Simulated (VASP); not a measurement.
# Al2O3 (P-3m1) in VASP: further runs

Al2O3 is run at these levels: LDA; tasks: single point.

Program: VASP 6.6.1. These are calculated values, not measurements. Logs are shortened: lines on timing, memory, paths and dates and some standing lists are left out, and cuts for length are marked.

### Step 1. The cell of the first run

The structure is trigonal, space group P-3m1 (No. 164). Conventional cell: a = 3.185 Å, b = 3.185 Å, c = 6.797 Å, α = 90.00°, β = 90.00°, γ = 120.00°. Al (site symmetry 3m) has 4 O at 1.51 to 1.91 Å within 2.0 Å. O (site symmetry 3m) has 3 Al at 1.91 Å within 2.5 Å. Within 2.0 Å of O (site symmetry -3m) lie 2 Al at 1.51 Å.

### Step 2. Single point, LDA

INCAR

```
SYSTEM = Al2O3
  PREC = Accurate
  ENCUT = 520
  EDIFF = 1E-6
  ISMEAR = 0
  SIGMA = 0.05
  LREAL = .False.
  LASPH = .True.
  NELM = 60
  ALGO = Normal
  ISIF = 2
  LWAVE = .False.
  LCHARG = .False.
  GGA = CA
  NBANDS = 20
```

KPOINTS

```
Automatic mesh
0
Gamma
  12 12 4
  0 0 0
```

POSCAR

```
Al2O3
1.0
    3.1854573241      0.0000000000      0.0000000000
   -1.5927286620      2.7586869653      0.0000000000
    0.0000000000      0.0000000000      6.7968505109
Al O
2 3
Direct
    0.0000000000      0.0000000000      0.2779510000
    0.0000000000      0.0000000000      0.7220490000
    0.3333333333      0.6666666667      0.1994540000
    0.6666666667      0.3333333333      0.8005460000
    0.0000000000      0.0000000000      0.5000000000
```

Potentials or basis: VASP PAW LDA potentials, release 64 (Al, O).

Launch:

```console
> cat potpaw_LDA.64/Al/POTCAR potpaw_LDA.64/O/POTCAR > POTCAR
> mpirun -np 1 vasp_std > vasp.out
```

OUTCAR:

```text
SYSTEM = Al2O3
   PREC = Accurate
   ENCUT = 520
   EDIFF = 1E-6
   ISMEAR = 0
   LREAL = .False.
   LASPH = .True.
   NELM = 60
   ISIF = 2
   GGA = CA

 ion  position               nearest neighbor table
   1  0.000  0.000  0.278-   5 1.51   3 1.91   3 1.91   3 1.91   2 3.02
   2  0.000  0.000  0.722-   5 1.51   4 1.91   4 1.91   4 1.91   1 3.02
   3  0.333  0.667  0.199-   1 1.91   1 1.91   1 1.91
   4  0.667  0.333  0.801-   2 1.91   2 1.91   2 1.91
   5  0.000  0.000  0.500-   1 1.51   2 1.51

  LATTYP: Found a hexagonal cell.
 ALAT       =     3.1854573241
 C/A-ratio  =     2.1337126256

  Lattice vectors:

 A1 = (   3.1854573241,   0.0000000000,   0.0000000000)
 A2 = (  -1.5927286620,   2.7586869653,   0.0000000000)
 A3 = (   0.0000000000,   0.0000000000,   6.7968505109)

Analysis of symmetry for initial positions (statically):
=====================================================================
 Subroutine PRICEL returns:
 Original cell was already a primitive cell.

 Routine SETGRP: Setting up the symmetry group for a
 hexagonal supercell.

 Subroutine GETGRP returns: Found 12 space group operations
 (whereof 12 operations were pure point group operations)
 out of a pool of 24 trial point group operations.

The static configuration has the point symmetry D_3d.

Analysis of symmetry for dynamics (positions and initial velocities):
=====================================================================
 Subroutine PRICEL returns:
 Original cell was already a primitive cell.

 Routine SETGRP: Setting up the symmetry group for a
 hexagonal supercell.

 Subroutine GETGRP returns: Found 12 space group operations
 (whereof 12 operations were pure point group operations)
 out of a pool of 24 trial point group operations.

The dynamic configuration has the point symmetry D_3d.

 Subroutine INISYM returns: Found 12 space group operations
 (whereof 12 operations are pure point group operations),
 and found     1 'primitive' translations

----------------------------------------------------------------------------------------

                                     Primitive cell

  volume of cell :      59.7285

  direct lattice vectors                    reciprocal lattice vectors
     3.185457324  0.000000000  0.000000000     0.313926667  0.181245646  0.000000000
    -1.592728662  2.758686965  0.000000000     0.000000000  0.362491291  0.000000000
     0.000000000  0.000000000  6.796850511     0.000000000  0.000000000  0.147126967

  length of vectors
     3.185457324  3.185457324  6.796850511     0.362491291  0.362491291  0.147126967

  position of ions in fractional coordinates (direct lattice)
     0.000000000  0.000000000  0.277951000
     0.000000000  0.000000000  0.722049000
     0.333333333  0.666666667  0.199454000
     0.666666667  0.333333333  0.800546000
     0.000000000  0.000000000  0.500000000

  ion indices of the primitive-cell ions
   primitive index   ion index
                 1           1
                 2           2
                 3           3
                 4           4
                 5           5

----------------------------------------------------------------------------------------

 KPOINTS: Automatic mesh

Automatic generation of k-mesh.
 Grid dimensions read from file:
 generate k-points for:   12   12    4

 Generating k-lattice:

  Cartesian coordinates                     Fractional coordinates (reciprocal lattice)
     0.026160556  0.015103804  0.000000000     0.083333333  0.000000000  0.000000000
     0.000000000  0.030207608  0.000000000     0.000000000  0.083333333  0.000000000
     0.000000000  0.000000000  0.036781742     0.000000000  0.000000000  0.250000000

  Length of vectors
     0.030207608  0.030207608  0.036781742

  Shift w.r.t. Gamma in fractional coordinates (k-lattice)
     0.000000000  0.000000000  0.000000000

 Subroutine IBZKPT returns following result:
 ===========================================

 Found     69 irreducible k-points:

 Following reciprocal coordinates:
            Coordinates               Weight
  0.000000  0.000000  0.000000      1.000000
  0.083333  0.000000  0.000000      6.000000
  0.166667  0.000000  0.000000      6.000000
  0.250000  0.000000  0.000000      6.000000
  0.333333 -0.000000  0.000000      6.000000
  0.416667  0.000000  0.000000      6.000000
[... 16 lines left out ...]
  0.166667  0.000000  0.250000      6.000000
  0.000000  0.166667  0.250000      6.000000
 [... further k-points ...]
   k-points           NKPTS =     69   k-points in BZ     NKDIM =     69   number of bands    NBANDS=     20
   number of dos      NEDOS =    301   number of ions     NIONS =      5
   total plane-waves  NPLWV =  31104
   dimension x,y,z NGX =    24 NGY =   24 NGZ =   54
   dimension x,y,z NGXF=    48 NGYF=   48 NGZF=  108
   ions per type =               2   3
   NGX,Y,Z   is equivalent  to a cutoff of  12.53, 12.53, 13.21 a.u.
   NGXF,Y,Z  is equivalent  to a cutoff of  25.05, 25.05, 26.42 a.u.
 SYSTEM =  Al2O3
   PREC   = accura    normal or accurate (medium, high low for compatibility)
   ISTART =      0    job   : 0-new  1-cont  2-samecut
   ICHARG =      2    charge: 1-file 2-atom 10-const
   ISPIN  =      1    spin polarized calculation?
   LNONCOLLINEAR =      F non collinear calculations
   LSORBIT =      F    spin-orbit coupling
   LASPH  =      T    aspherical Exc in radial PAW
   ENCUT  =  520.0 eV  38.22 Ry    6.18 a.u.   5.92  5.92 12.64*2*pi/ulx,y,z
   NELM   =     60;   NELMIN=  2; NELMDL= -5     # of ELM steps
   EDIFF  = 0.1E-05   stopping-criterion for ELM
   LREAL  =      F    real-space projection
   EDIFFG = 0.1E-04   stopping-criterion for IOM
   NSW    =      0    number of steps for IOM
   IBRION =     -1    ionic relax: 0-MD 1-quasi-New 2-CG
   NFREE  =      0    steps in history (QN), initial steepest desc. (CG)
   ISIF   =      2    stress and relaxation
   ISYM   =      2    0-nonsym 1-usesym 2-fastsym
   POTIM  = 0.5000    time-step for ionic-motion
   TEBEG  =    0.0;   TEEND  =   0.0 temperature during run
   PSTRESS=    0.0 pullay stress
   NELECT =      24.0000    total number of electrons
   NUPDOWN=      -1.0000    fix difference up-down
   EMIN   =  10.00;   EMAX   =-10.00  energy-range for DOS
   EFERMI =   0.00;   METHOD = LEGACY
   ISMEAR =     0;   SIGMA  =   0.05  broadening in eV -4-tet -1-fermi 0-gaus
   EFERMI_NEDOS =   21; number of points for ismear=-14 and -15
   IALGO  =     38    algorithm
   IMIX   =      4    mixing-type and parameters
     AMIX     =   0.40;   BMIX     =  1.00
     AMIX_MAG =   1.60;   BMIX_MAG =  1.00
  volume/ion in A,a.u.               =      11.95        80.61
  Fermi-wavevector in a.u.,A,eV,Ry     =   1.208049  2.282882 19.856107  1.459383
  Thomas-Fermi vector in A             =   2.343669
   LORBIT       =      0    0 simple, 1 ext, 2 COOP (PROOUT), +10 PAW based schemes
   GGA     = CA    functional components
   LHFCALC =     F    Hartree Fock is set to
   AEXX    =    0.0000 exact exchange contribution
   IVDW    =     0    specifies the selected vdW correction
   LEPSILON=     F    determine dielectric tensor
   LRPA    =     F    only Hartree local field effects (RPA)
 non-spin polarized calculation
 Gauss-broadening in eV      SIGMA  =   0.05
  energy-cutoff  :      520.00
  volume of cell :       59.73
 maximum number of plane-waves:      1626
   NGX = 11   NGY = 11   NGZ = 25

 number of electron      23.9999995 magnetization

 Free energy of the ion-electron system (eV)
  ---------------------------------------------------
  ext. energy  EPLUGINS =         0.00000000
  ---------------------------------------------------
  free energy    TOTEN  =       -37.96958059 eV

  energy without entropy =      -37.96958059  energy(sigma->0) =      -37.96958059

 E-fermi :   2.4766     XC(G=0): -10.2605

 val. band max:        2.1956754606   @ k =   0.3333   0.0833   0.2500
 cond. band min:       5.3767095736   @ k =   0.0000   0.0000   0.0000
 fundamental gap:      3.1810341130
 Fermi energy:         2.4766086642

 k-point     1 :       0.0000    0.0000    0.0000
  band No.  band energies     occupation
      1     -15.3250      2.00000
      2     -14.4975      2.00000
      3     -13.8007      2.00000
      4      -2.5374      2.00000
      5      -0.2315      2.00000
      6       0.2730      2.00000
[... 12 lines left out ...]
     19      14.8239      0.00000
     20      14.8499      0.00000

 k-point     2 :       0.0833    0.0000    0.0000
  band No.  band energies     occupation
      1     -15.2749      2.00000
      2     -14.4610      2.00000
      3     -13.7910      2.00000
      4      -2.5464      2.00000
      5      -0.3603      2.00000
      6       0.0978      2.00000
[... 12 lines left out ...]
     19      15.0333      0.00000
     20      15.0424      0.00000

 k-point     3 :       0.1667    0.0000    0.0000
  band No.  band energies     occupation
      1     -15.1309      2.00000
      2     -14.3593      2.00000
      3     -13.7675      2.00000
      4      -2.5995      2.00000
      5      -0.8107      2.00000
      6      -0.3161      2.00000
[... 12 lines left out ...]
     19      15.2875      0.00000
     20      15.5743      0.00000

 k-point     4 :       0.2500    0.0000    0.0000
  band No.  band energies     occupation
      1     -14.9140      2.00000
      2     -14.2174      2.00000
      3     -13.7461      2.00000
      4      -2.7576      2.00000
      5      -1.4497      2.00000
      6      -0.7959      2.00000
[... 429 lines left out ...]
 k-point    23 :       0.1667    0.0000    0.2500
  band No.  band energies     occupation
      1     -15.0967      2.00000
      2     -14.4458      2.00000
      3     -13.7131      2.00000
      4      -2.6055      2.00000
      5      -0.7132      2.00000
      6      -0.4673      2.00000
[... 12 lines left out ...]
     19      14.7914      0.00000
     20      15.8243      0.00000

 k-point    24 :       0.0000    0.1667    0.2500
  band No.  band energies     occupation
      1     -15.0949      2.00000
      2     -14.4508      2.00000
      3     -13.7096      2.00000
      4      -2.6214      2.00000
      5      -0.8313      2.00000
      6      -0.4359      2.00000
[... 12 lines left out ...]
     19      14.8830      0.00000
     20      15.7146      0.00000

 [... further k-points ...]
[... 5 lines left out ...]
  --------------------------------------------------------------------------------------
  -------------------------------------------------------------------------------------
  Total       -9.3216231     -9.3216231     23.9442989     -0.0000000     -0.0000000     -0.0000000
  in kB     -250.0461587   -250.0461587    642.2894307     -0.0000000     -0.0000000     -0.0000000
  external PRESSURE =      47.3990377 kB  Pullay stress =       0.0000000 kB

 VOLUME and BASIS-vectors are now :
 -----------------------------------------------------------------------------
  energy-cutoff  :      520.00
  volume of cell :       59.73
      direct lattice vectors                 reciprocal lattice vectors
     3.185457324  0.000000000  0.000000000     0.313926667  0.181245646  0.000000000
    -1.592728662  2.758686965  0.000000000     0.000000000  0.362491291  0.000000000
     0.000000000  0.000000000  6.796850511     0.000000000  0.000000000  0.147126967

 POSITION                                       TOTAL-FORCE (eV/Angst)
 -----------------------------------------------------------------------------------
      0.00000      0.00000      1.88919         0.000000     -0.000000     -8.247491
      0.00000      0.00000      4.90766        -0.000000      0.000000      8.247491
     -0.00000      1.83912      1.35566        -0.000000      0.000000      0.286915
      1.59273      0.91956      5.44119        -0.000000     -0.000000     -0.286915
      0.00000      0.00000      3.39843        -0.000000      0.000000      0.000000
 -----------------------------------------------------------------------------------
    total drift:                                0.000000      0.000000     -0.000000

  FREE ENERGIE OF THE ION-ELECTRON SYSTEM (eV)
  ---------------------------------------------------
  free  energy   TOTEN  =       -37.9695805899 eV

  energy  without entropy=      -37.9695805899  energy(sigma->0) =      -37.96958059
```

Run time: 32 s. Hardware: 1 thread of AMD EPYC 9R45 (Zen 5), shared host; peak memory 0.16 GiB.

Results:

- Free energy: -37.9696 eV
- Pressure: 4.7 GPa
- Largest force: 8.247 eV/Å
- Band gap on the k mesh: 3.18 eV, indirect (least direct gap 3.55 eV)

Forces in eV/Å, atoms in the order of the input:
```
Al   0.000  0.000 -8.247
Al   0.000  0.000  8.247
O    0.000  0.000  0.287
O    0.000  0.000 -0.287
O    0.000  0.000  0.000
```

Stress tensor (GPa, compression positive):
```
-25.00   0.00   0.00
  0.00 -25.00   0.00
  0.00   0.00  64.23
```

Caveat: forces of over 1 eV/Å act on the atoms, so gaps and moduli don't describe the material at rest. A k mesh can miss the band edges.

### Step 3. Single point, LDA

This run uses another cell than the first one, of the same volume but with other edges.

INCAR

```
ALGO     = Normal         # electronic algorithm
EDIFF    = 1E-6           # SCF threshold, eV
ENCUT    = 520            # plane-wave cutoff, eV
ISIF     = 2              # what is computed and relaxed
ISMEAR   = 0              # smearing method
LASPH    = T              # aspherical terms in the spheres
LCHARG   = F              # write CHGCAR
LREAL    = F              # projectors in reciprocal space
LWAVE    = F              # write WAVECAR
NBANDS   = 20             # bands
NELM     = 80             # most SCF steps
PREC     = Accurate       # precision mode
SIGMA    = 0.05           # smearing width, eV
```

KPOINTS

```
k-points
0
Gamma
  12 12 4
```

Changes to POSCAR since step 2:

```diff
@@ -2,5 +2,5 @@
 1.0
-    3.1854573241      0.0000000000      0.0000000000
-   -1.5927286620      2.7586869653      0.0000000000
-    0.0000000000      0.0000000000      6.7968505109
+    2.8395597904      0.0000000000      0.0000000000
+   -1.4197798952      2.4591309141      0.0000000000
+    0.0000000000      0.0000000000      8.5536064605
 Al O
```

Potentials or basis: VASP PAW LDA potentials, release 64 (Al, O).

Launch:

```console
> cat potpaw_LDA.64/Al/POTCAR potpaw_LDA.64/O/POTCAR > POTCAR
> mpirun -np 1 vasp_std > vasp.out
```

Run time: 42 s. Hardware: 1 thread of AMD EPYC 9R45 (Zen 5), shared host; peak memory 0.16 GiB.

It converged, with:

- Free energy: -38.0691 eV
- Pressure: -4.4 GPa
- Largest force: 4.194 eV/Å
- Band gap on the k mesh: 0.11 eV, direct

Forces on the atoms (eV/Å):
```
Al   0.000  0.000  4.194
Al   0.000  0.000 -4.194
O    0.000  0.000  0.373
O    0.000  0.000 -0.373
O    0.000  0.000  0.000
```

Stress tensor (GPa, compression positive):
```
 17.80   0.00   0.00
  0.00  17.80   0.00
  0.00   0.00 -48.89
```

Levels at points of the mesh, in eV from the valence-band top:
```
           k point  band 9  band 10  band 11  band 12  band 13  band 14  band 15  band 16
(0.00, 0.00, 0.00)   -6.09    -4.59     0.00     0.00     0.11     2.44     4.66     7.42
(0.50, 0.00, 0.00)   -6.00    -4.48    -3.41    -0.68     1.94     3.48     5.74     6.97
(0.00, 0.00, 0.50)   -6.09    -4.93     0.00     0.00     0.80     1.59     5.65     5.89
(0.50, 0.00, 0.50)   -6.12    -4.46    -3.40    -0.68     2.16     3.20     5.37     7.25
```

Caveat: forces of over 1 eV/Å act on the atoms, so gaps and moduli don't describe the material at rest.
